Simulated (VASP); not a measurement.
A run of VASP 6.6.1 is set up as follows.

File INCAR:

```
SYSTEM = Sb
PREC = Accurate
ENCUT = 400
EDIFF = 1E-8
ISMEAR = -1
SIGMA = 0.05
LREAL = .False.
LASPH = .True.
NELM = 120
ALGO = Normal
ISIF = 2
LWAVE = .False.
LCHARG = .False.
GGA = PS
LEFG = .True.
NBANDS = 22
GGA_COMPAT = .False.
```

Contents of KPOINTS:

```
Automatic mesh
0
Gamma
  9 9 9
  0 0 0
```

POSCAR

```
Sb
1.0
    2.1506003320      1.2416496806      3.7440000000
   -2.1506003320      1.2416496806      3.7440000000
    0.0000000000     -2.4832993611      3.7440000000
Sb
2
Direct
    0.2336400000      0.2336400000      0.2336400000
    0.7663600000      0.7663600000      0.7663600000
```

Potentials or basis: VASP PAW PBE potentials, release 64 (Sb_d_GW).

Launch:

```sh
$ cat potpaw_PBE.64/Sb_d_GW/POTCAR > POTCAR
$ mpirun -np 1 vasp_std > vasp.out
```

What does it give for the pressure?

0.1 GPa.

What does it give for the largest force?

0.145 eV/Å.

Forces on the atoms (eV/Å):
```
Sb   0.000  0.000  0.145
Sb   0.000  0.000 -0.145
```

Caveat: without QUAD_EFG the Cq values of the log hold for a quadrupole moment of 1 mb, not for the nuclei; the PAW data sets were made with another functional, which shifts forces and pressure a little.
